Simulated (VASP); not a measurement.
Re:

```xyz
4
Lattice="2.7664 0.0000 0.0000 -1.3832 2.3958 0.0000 0.0000 0.0000 8.9388" Properties=species:S:1:pos:R:3 pbc="T T T"
Re    1.3832    0.7986    6.7041
Re    0.0000    0.0000    4.4694
Re    0.0000    1.5972    2.2347
Re    0.0000    0.0000    0.0000
```

Base run:

* Program: VASP 6.6.1
* Functional: PBEsol
* Potentials or basis: VASP PAW PBE potentials, release 64 (Re)
* Cutoff: 520 eV
* k mesh: 11 × 11 × 3
* Occupations: fermi-dirac, width 0.05 eV
* Spin: no spin polarisation

Its results: band gap on the k mesh zero (band 14 reaches 8.82 eV, above the bottom of band 15 at 6.42 eV); pressure -6.9 GPa.

The run is repeated on the same cell with these changes: functional from PBEsol to RPBE. What comes out?

Band gap on the k mesh zero (band 14 reaches 9.06 eV, above the bottom of band 15 at 6.67 eV); pressure 6.6 GPa.

RPBE binds less tightly than PBEsol, so the same cell stands under more pressure.

Caveats: the PAW data sets were made with another functional, which shifts forces and pressure a little; spin-orbit coupling is left out, which moves the levels of the heavy elements.
